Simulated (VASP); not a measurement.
# Pd (Fm-3m) in VASP: further runs

Runs on Pd. Level: PBE. Tasks: single point.

Program: VASP 6.6.1. These are calculated values, not measurements. Logs are shortened: lines on timing, memory, paths and dates and some standing lists are left out, and cuts for length are marked.

## (1) The cell of the first run

It takes space group Fm-3m (No. 225, cubic). Conventional cell: a = 3.941 Å, b = 3.941 Å, c = 3.941 Å, α = 90.00°, β = 90.00°, γ = 90.00°. Within 3.7 Å of Pd (site symmetry m-3m) lie 12 Pd at 2.79 Å.

## (2) Single point, PBE

File INCAR:

```
SYSTEM = Pd
  PREC = Accurate
  ENCUT = 520
  EDIFF = 1E-6
  ISMEAR = -1
  SIGMA = 0.15
  LREAL = .False.
  LASPH = .True.
  NELM = 60
  ALGO = Normal
  ISIF = 2
  LWAVE = .False.
  LCHARG = .False.
  GGA = PE
  NBANDS = 11
```

File KPOINTS:

```
Automatic mesh
0
Gamma
  4 4 4
  0 0 0
```

File POSCAR:

```
Pd
1.0
    0.0000000000      1.9704000000      1.9704000000
    1.9704000000      0.0000000000      1.9704000000
    1.9704000000      1.9704000000      0.0000000000
Pd
1
Direct
    0.0000000000      0.0000000000      0.0000000000
```

Potentials or basis: VASP PAW PBE potentials, release 64 (Pd).

Command:

```bash
cat potpaw_PBE.64/Pd/POTCAR > POTCAR
mpirun -np 1 vasp_std > vasp.out
```

OUTCAR:

```text
SYSTEM = Pd
   PREC = Accurate
   ENCUT = 520
   EDIFF = 1E-6
   ISMEAR = -1
   LREAL = .False.
   LASPH = .True.
   NELM = 60
   ISIF = 2
   GGA = PE

 ion  position               nearest neighbor table
   1  0.000  0.000  0.000-

  LATTYP: Found a face centered cubic cell.
 ALAT       =     3.9408000000

  Lattice vectors:

 A1 = (   0.0000000000,   1.9704000000,   1.9704000000)
 A2 = (   1.9704000000,   0.0000000000,   1.9704000000)
 A3 = (   1.9704000000,   1.9704000000,   0.0000000000)

Analysis of symmetry for initial positions (statically):
=====================================================================
 Subroutine PRICEL returns:
 Original cell was already a primitive cell.

 Routine SETGRP: Setting up the symmetry group for a
 face centered cubic supercell.

 Subroutine GETGRP returns: Found 48 space group operations
 (whereof 48 operations were pure point group operations)
 out of a pool of 48 trial point group operations.

The static configuration has the point symmetry O_h .

Analysis of symmetry for dynamics (positions and initial velocities):
=====================================================================
 Subroutine PRICEL returns:
 Original cell was already a primitive cell.

 Routine SETGRP: Setting up the symmetry group for a
 face centered cubic supercell.

 Subroutine GETGRP returns: Found 48 space group operations
 (whereof 48 operations were pure point group operations)
 out of a pool of 48 trial point group operations.

The dynamic configuration has the point symmetry O_h .

 Subroutine INISYM returns: Found 48 space group operations
 (whereof 48 operations are pure point group operations),
 and found     1 'primitive' translations

----------------------------------------------------------------------------------------

                                     Primitive cell

  volume of cell :      15.3001

  direct lattice vectors                    reciprocal lattice vectors
     0.000000000  1.970400000  1.970400000    -0.253755583  0.253755583  0.253755583
     1.970400000  0.000000000  1.970400000     0.253755583 -0.253755583  0.253755583
     1.970400000  1.970400000  0.000000000     0.253755583  0.253755583 -0.253755583

  length of vectors
     2.786566403  2.786566403  2.786566403     0.439517562  0.439517562  0.439517562

  position of ions in fractional coordinates (direct lattice)
     0.000000000  0.000000000  0.000000000

  ion indices of the primitive-cell ions
   primitive index   ion index
                 1           1

----------------------------------------------------------------------------------------

 KPOINTS: Automatic mesh

Automatic generation of k-mesh.
 Grid dimensions read from file:
 generate k-points for:    4    4    4

 Generating k-lattice:

  Cartesian coordinates                     Fractional coordinates (reciprocal lattice)
    -0.063438896  0.063438896  0.063438896     0.250000000  0.000000000  0.000000000
     0.063438896 -0.063438896  0.063438896     0.000000000  0.250000000  0.000000000
     0.063438896  0.063438896 -0.063438896     0.000000000  0.000000000  0.250000000

  Length of vectors
     0.109879390  0.109879390  0.109879390

  Shift w.r.t. Gamma in fractional coordinates (k-lattice)
     0.000000000  0.000000000  0.000000000

 Subroutine IBZKPT returns following result:
 ===========================================

 Found      8 irreducible k-points:

 Following reciprocal coordinates:
            Coordinates               Weight
  0.000000  0.000000  0.000000      1.000000
  0.250000  0.000000  0.000000      8.000000
  0.500000  0.000000  0.000000      4.000000
  0.250000  0.250000  0.000000      6.000000
  0.500000  0.250000  0.000000     24.000000
 -0.250000  0.250000  0.000000     12.000000
  0.500000  0.500000  0.000000      3.000000
 -0.250000  0.500000  0.250000      6.000000
   k-points           NKPTS =      8   k-points in BZ     NKDIM =      8   number of bands    NBANDS=     11
   number of dos      NEDOS =    301   number of ions     NIONS =      1
   total plane-waves  NPLWV =  13824
   dimension x,y,z NGX =    24 NGY =   24 NGZ =   24
   dimension x,y,z NGXF=    48 NGYF=   48 NGZF=   48
   ions per type =               1
   NGX,Y,Z   is equivalent  to a cutoff of  14.32, 14.32, 14.32 a.u.
   NGXF,Y,Z  is equivalent  to a cutoff of  28.64, 28.64, 28.64 a.u.
 SYSTEM =  Pd
   PREC   = accura    normal or accurate (medium, high low for compatibility)
   ISTART =      0    job   : 0-new  1-cont  2-samecut
   ICHARG =      2    charge: 1-file 2-atom 10-const
   ISPIN  =      1    spin polarized calculation?
   LNONCOLLINEAR =      F non collinear calculations
   LSORBIT =      F    spin-orbit coupling
   LASPH  =      T    aspherical Exc in radial PAW
   ENCUT  =  520.0 eV  38.22 Ry    6.18 a.u.   5.18  5.18  5.18*2*pi/ulx,y,z
   NELM   =     60;   NELMIN=  2; NELMDL= -5     # of ELM steps
   EDIFF  = 0.1E-05   stopping-criterion for ELM
   LREAL  =      F    real-space projection
   EDIFFG = 0.1E-04   stopping-criterion for IOM
   NSW    =      0    number of steps for IOM
   IBRION =     -1    ionic relax: 0-MD 1-quasi-New 2-CG
   NFREE  =      0    steps in history (QN), initial steepest desc. (CG)
   ISIF   =      2    stress and relaxation
   ISYM   =      2    0-nonsym 1-usesym 2-fastsym
   POTIM  = 0.5000    time-step for ionic-motion
   TEBEG  =    0.0;   TEEND  =   0.0 temperature during run
   PSTRESS=    0.0 pullay stress
   NELECT =      10.0000    total number of electrons
   NUPDOWN=      -1.0000    fix difference up-down
   EMIN   =  10.00;   EMAX   =-10.00  energy-range for DOS
   EFERMI =   0.00;   METHOD = LEGACY
   ISMEAR =    -1;   SIGMA  =   0.15  broadening in eV -4-tet -1-fermi 0-gaus
   EFERMI_NEDOS =   21; number of points for ismear=-14 and -15
   IALGO  =     38    algorithm
   IMIX   =      4    mixing-type and parameters
     AMIX     =   0.40;   BMIX     =  1.00
     AMIX_MAG =   1.60;   BMIX_MAG =  1.00
  volume/ion in A,a.u.               =      15.30       103.25
  Fermi-wavevector in a.u.,A,eV,Ry     =   1.420726  2.684783 27.462861  2.018463
  Thomas-Fermi vector in A             =   2.541611
   LORBIT       =      0    0 simple, 1 ext, 2 COOP (PROOUT), +10 PAW based schemes
   GGA     = PE    functional components
   LHFCALC =     F    Hartree Fock is set to
   AEXX    =    0.0000 exact exchange contribution
   IVDW    =     0    specifies the selected vdW correction
   LEPSILON=     F    determine dielectric tensor
   LRPA    =     F    only Hartree local field effects (RPA)
 non-spin polarized calculation
  energy-cutoff  :      520.00
  volume of cell :       15.30
 maximum number of plane-waves:       416
 NGX is ok and might be reduce to    24
   NGX = 11   NGY = 11   NGZ = 11

 number of electron      10.0000000 magnetization

 Free energy of the ion-electron system (eV)
  ---------------------------------------------------
  ext. energy  EPLUGINS =         0.00000000
  ---------------------------------------------------
  free energy    TOTEN  =        -5.44929488 eV

  energy without entropy =       -5.32325442  energy(sigma->0) =       -5.38627465

 E-fermi :   9.4681     XC(G=0): -12.9406

 val. band max:        9.3086364831   @ k =   0.5000   0.2500   0.0000
 cond. band min:       9.5224908591   @ k =   0.5000   0.5000   0.0000
 fundamental gap:      0.2138543760
 Fermi energy:         9.4680778196

 k-point     1 :       0.0000    0.0000    0.0000
  band No.  band energies     occupation
      1       2.3226      2.00000
      2       6.5642      2.00000
      3       6.5642      2.00000
      4       6.5642      2.00000
      5       8.0862      1.99980
      6       8.0862      1.99980
      7      26.3521      0.00000
      8      30.9150      0.00000
      9      30.9150      0.00000
     10      30.9150      0.00000
     11      35.6347      0.00000

 k-point     2 :       0.2500    0.0000    0.0000
  band No.  band energies     occupation
      1       3.9842      2.00000
      2       6.5228      2.00000
      3       6.8415      2.00000
      4       6.8415      2.00000
      5       8.2314      1.99947
      6       8.2314      1.99947
      7      23.4203      0.00000
      8      27.3193      0.00000
      9      32.3475      0.00000
     10      32.3475      0.00000
     11      34.6575      0.00000

 k-point     3 :       0.5000    0.0000    0.0000
  band No.  band energies     occupation
      1       4.2029      2.00000
      2       6.5193      2.00000
      3       6.5193      2.00000
      4       9.2242      1.67115
      5       9.2242      1.67115
      6      10.2777      0.00902
      7      16.2547      0.00000
      8      25.6941      0.00000
      9      29.9335      0.00000
     10      29.9335      0.00000
     11      35.9541      0.00000

 k-point     4 :       0.2500    0.2500    0.0000
  band No.  band energies     occupation
      1       4.4767      2.00000
      2       5.3921      2.00000
      3       7.5211      2.00000
      4       7.7798      1.99997
      5       7.7798      1.99997
      6       8.6177      1.99312
      7      26.9417      0.00000
      8      26.9417      0.00000
      9      27.2483      0.00000
     10      28.6091      0.00000
     11      32.0571      0.00000

 k-point     5 :       0.5000    0.2500    0.0000
  band No.  band energies     occupation
      1       4.8638      2.00000
      2       5.6105      2.00000
      3       7.0146      2.00000
      4       7.7321      1.99998
      5       9.3086      1.48650
      6      12.8250      0.00000
      7      18.2108      0.00000
      8      23.5569      0.00000
      9      25.7385      0.00000
     10      28.7662      0.00000
     11      35.7793      0.00000

 k-point     6 :      -0.2500    0.2500    0.0000
  band No.  band energies     occupation
      1       5.5474      2.00000
      2       5.9776      2.00000
      3       6.3459      2.00000
      4       7.4700      2.00000
      5       8.0468      1.99985
      6      11.4701      0.00000
      7      21.5219      0.00000
      8      21.7713      0.00000
      9      28.5477      0.00000
     10      30.5836      0.00000
     11      34.0109      0.00000

 k-point     7 :       0.5000    0.5000    0.0000
  band No.  band energies     occupation
      1       4.1294      2.00000
      2       4.4125      2.00000
      3       9.1953      1.72078
      4       9.5225      0.82059
      5       9.5225      0.82059
      6      12.5396      0.00000
      7      19.6109      0.00000
      8      22.1942      0.00000
      9      22.1942      0.00000
     10      30.2344      0.00000
     11      30.3499      0.00000

 k-point     8 :      -0.2500    0.5000    0.2500
  band No.  band energies     occupation
      1       5.1482      2.00000
      2       6.0440      2.00000
      3       6.0440      2.00000
      4       7.9991      1.99989
      5       9.5244      0.81435
      6      17.9056      0.00000
      7      17.9056      0.00000
      8      19.2973      0.00000
      9      20.5403      0.00000
     10      34.5879      0.00000
     11      34.5879      0.00000

------------------------ aborting loop because EDIFF is reached ----------------------------------------

  FORCE on cell =-STRESS in cart. coord.  units (eV):
  Direction    XX          YY          ZZ          XY          YZ          ZX
  --------------------------------------------------------------------------------------
  -------------------------------------------------------------------------------------
  Total        0.0281053      0.0281053      0.0281053     -0.0000000     -0.0000000      0.0000000
  in kB        2.9431022      2.9431022      2.9431022     -0.0000000     -0.0000000      0.0000000
  external PRESSURE =       2.9431022 kB  Pullay stress =       0.0000000 kB

 VOLUME and BASIS-vectors are now :
 -----------------------------------------------------------------------------
  energy-cutoff  :      520.00
  volume of cell :       15.30
      direct lattice vectors                 reciprocal lattice vectors
     0.000000000  1.970400000  1.970400000    -0.253755583  0.253755583  0.253755583
     1.970400000  0.000000000  1.970400000     0.253755583 -0.253755583  0.253755583
     1.970400000  1.970400000  0.000000000     0.253755583  0.253755583 -0.253755583

 POSITION                                       TOTAL-FORCE (eV/Angst)
 -----------------------------------------------------------------------------------
      0.00000      0.00000      0.00000        -0.000000      0.000000      0.000000
 -----------------------------------------------------------------------------------
    total drift:                               -0.000000      0.000000      0.000000

  FREE ENERGIE OF THE ION-ELECTRON SYSTEM (eV)
  ---------------------------------------------------
  free  energy   TOTEN  =        -5.4492948782 eV

  energy  without entropy=       -5.3232544246  energy(sigma->0) =       -5.38627465
```

Run time: 1.6 s. Hardware: 1 thread of Intel Xeon 6975P-C (Granite Rapids), shared host; peak memory 0.13 GiB.

Results:

```
Free energy            : -5.4493 eV
Pressure               : 0.3 GPa
Band gap on the k mesh : zero (band 5 reaches 9.52 eV, above the bottom of band 6 at 8.09 eV)
```

Caveat: the k points lie up to 0.69 Å⁻¹ apart.

(Continued in part 2 of 2.)
